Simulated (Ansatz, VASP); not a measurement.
# One calculation of SiGe2, two programs

File INCAR:

```
SYSTEM = SiGe2
ALGO     = Normal         ! electronic algorithm
EDIFF    = 1E-6           ! SCF threshold, eV
ENCUT    = 520            ! plane-wave cutoff, eV
GGA      = PE             ! functional
ISIF     = 2              ! what is computed and relaxed
ISMEAR   = 0              ! smearing method
LASPH    = .TRUE.         ! aspherical terms in the spheres
LCHARG   = .TRUE.         ! write CHGCAR
LELF     = .TRUE.         ! ELF
LREAL    = .FALSE.        ! projectors in reciprocal space
LVHAR    = .TRUE.       
LWAVE    = .FALSE.        ! write WAVECAR
NBANDS   = 41             ! bands
NELM     = 80             ! most SCF steps
PREC     = Accurate       ! precision mode
SIGMA    = 0.1            ! smearing width, eV
```

File KPOINTS:

```
k-points
0
G
  4 6 2
  0 0 0
```

The input POSCAR:

```
SiGe2
1.0
    4.6915482573      0.0000000000      0.0000000000
    0.0000000000      2.6465275892      0.0000000000
    0.0000000000      0.0000000000      8.6568795723
Si Ge
2 4
Direct
    0.7500000000      0.5000000000      0.7449411834
    0.2500000000      0.5000000000      0.2550588166
    0.7500000000      0.5000000000      0.4092034165
    0.2500000000      0.5000000000      0.9183502554
    0.2500000000      0.5000000000      0.5907965835
    0.7500000000      0.5000000000      0.0816497446
```

Input for Ansatz:

```yaml
crystal:
  lattice:
    - [4.6915482573, 0.0, 0.0]
    - [0.0, 2.6465275892, 0.0]
    - [0.0, 0.0, 8.6568795723]
  atoms:
    - { symbol: Si, position: [0.75, 0.5, 0.7449411834] }
    - { symbol: Si, position: [0.25, 0.5, 0.2550588166] }
    - { symbol: Ge, position: [0.75, 0.5, 0.4092034165] }
    - { symbol: Ge, position: [0.25, 0.5, 0.9183502554] }
    - { symbol: Ge, position: [0.25, 0.5, 0.5907965835] }
    - { symbol: Ge, position: [0.75, 0.5, 0.0816497446] }
basis:
  ecutwfc: 420
kpoints:
  mp_grid: { grid: [4, 6, 2] }
hamiltonian:
  xc: pbe
scf:
  occupations: { method: gaussian, width: 0.1 }
  lower_state_search: "off"
output:
  forces: true
  stress: true
  eigenvalues: true
```

Change from the starting cell: the structure that the rattled cell fell into.

Alike in both runs: task single point; functional PBE; k mesh 4 × 6 × 2; occupations gaussian, width 0.1 eV; no spin polarisation.

|  | VASP | Ansatz |
| --- | --- | --- |
| version | VASP 6.6.1 | Ansatz 0.2.0 |
| potentials or method | VASP PAW PBE potentials, release 64 (Si, Ge_d), cutoff 520 eV | scalar-relativistic, plane waves, PAW |
| valence electrons in the cell | 64 | 64 |

```csv
,VASP,Ansatz,Ansatz less VASP
gap on the k mesh at the Fermi level (eV),none,none,-
pressure (GPa),-0.6,-0.7,-0.07
"traceless stress, the component that is largest in VASP (GPa)",3.84,3.84,-0.008
rms of the force components (eV/Å),0.074,0.074,-0.0002
```

Atom by atom the forces differ by 0.000 eV/Å (rms over components). A gap of «none» marks a metal or a gap that the smearing closes.

The k mesh is coarse, so the values compare programs but aren't converged.
